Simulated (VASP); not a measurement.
Crystal: Si.

```
CELL_PARAMETERS angstrom
0.00000 2.77523 2.77523
2.77523 0.00000 2.77523
2.77523 2.77523 0.00000
ATOMIC_POSITIONS crystal
Si 0.50000 0.50000 0.50000
Si 0.75000 0.75000 0.75000
```

Base run:

```yaml
Program: VASP 6.6.1
Functional: revPBE
Potentials_or_basis: VASP PAW PBE potentials, release 64 (Si)
Cutoff: 520 eV
k_mesh: 8 × 8 × 8
Occupations: fermi-dirac, width 0.05 eV
Spin: no spin polarisation
```

Its results: band gap on the k mesh 0.76 eV, indirect (least direct gap 2.51 eV); pressure -2.6 GPa.

**Question.** The run is repeated on the same cell with these changes: functional from revPBE to PBE. What comes out?

**Answer.** Band gap on the k mesh 0.72 eV, indirect (least direct gap 2.45 eV); pressure -3.6 GPa.

PBE binds more tightly than revPBE, so the same cell stands under less pressure.

Caveats: the PAW data sets were made with another functional, which shifts forces and pressure a little (some runs).

A k mesh can miss the band edges.
